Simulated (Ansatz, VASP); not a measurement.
## One calculation of PtS2, two programs

```xyz
3
Lattice="3.5526 0.0000 0.0000 -1.7763 3.0767 0.0000 0.0000 0.0000 5.1228" Properties=species:S:1:pos:R:3 pbc="T T T"
Pt    0.0000    0.0000    0.0000
S     0.0000    2.0511    1.2257
S     1.7763    1.0256    3.8972
```

Alike in both runs: task single point; functional PBEsol; k mesh 6 × 6 × 4; no spin polarisation.

|  | VASP | Ansatz |
| --- | --- | --- |
| version | VASP 6.6.1 | Ansatz 0.2.0 |
| potentials or method | VASP PAW PBE potentials, release 64 (Pt, S) | plane waves, PAW |
| plane-wave cutoff (eV) | 500 | 420 |
| occupations | gaussian, width 0.01 eV | fixed |
| valence electrons in the cell | 22 | 30 |

```tsv
	VASP	Ansatz	Ansatz less VASP
gap on the k mesh at the Fermi level (eV)	0.79	0.78	-0.009
```

VASP's potentials were made for PBE, not for PBEsol. VASP's potentials hold 22 valence electrons a cell and Ansatz's 30, so a difference there can come from the potentials and not from the codes.

Spin-orbit coupling is off throughout.
